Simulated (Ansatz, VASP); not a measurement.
## SiC: VASP beside Ansatz

```xyz
4
Lattice="3.0758 0.0000 0.0000 -1.5379 2.6637 0.0000 0.0000 0.0000 5.0475" Properties=species:S:1:pos:R:3 pbc="T T T"
Si    0.0000    1.7758    0.0232
Si    1.5379    0.8879    2.5469
C     0.0000    1.7758    1.9201
C     1.5379    0.8879    4.4439
```

Alike in both runs: functional PBEsol; k mesh 12 × 12 × 6; occupations fermi-dirac, width 0.1 eV; no spin polarisation.

Ansatz relaxed the structure, and its values are those at the end. VASP's run is a single point on that final structure, the one shown.

|  | VASP | Ansatz |
| --- | --- | --- |
| version | VASP 6.6.1 | Ansatz 0.2.0 |
| potentials or method | VASP PAW PBE potentials, release 64 (Si, C) | PAW with Ansatz's default frozen-core files, scalar-relativistic |
| plane-wave cutoff (eV) | 520 | 420 |
| valence electrons in the cell | 16 | 16 |

```csv
,VASP,Ansatz,Ansatz less VASP
pressure (GPa),0.4,0.0,-0.35
```

VASP's potentials were made for PBE, not for PBEsol.
